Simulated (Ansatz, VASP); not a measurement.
# One calculation of Sn, two programs

```
Sn
1.0
     0.00000    3.23334    3.23334
     3.23334    0.00000    3.23334
     3.23334    3.23334    0.00000
Sn
2
Direct
  0.75000 0.75000 0.75000
  0.50000 0.50000 0.50000
```

Alike in both runs: task single point; functional PBE; k mesh 4 × 4 × 4; occupations fermi-dirac, width 0.04 eV; no spin polarisation.

|  | VASP | Ansatz |
| --- | --- | --- |
| version | VASP 6.6.1 | Ansatz 0.2.0 |
| potentials or method | VASP PAW PBE potentials, release 64 (Sn_d), cutoff 520 eV | all-electron LAPW, scalar-relativistic |

Ansatz gave:

| Quantity | Value |
| --- | --- |
| gap on the k mesh at the Fermi level (eV) | none |
| pressure (GPa) | 4.5 |

Question: Estimate VASP's values.

Answer: gap on the k mesh at the Fermi level (eV): none; pressure (GPa): 4.4.

A gap of «none» marks a metal or a gap that the smearing closes. Ansatz ran all-electron here, and VASP with PAW potentials.

The k mesh is coarse, so the values compare programs but aren't converged. Noted on Ansatz's run: the k mesh is thin for a metal, which can move the energy by tens of meV per atom.
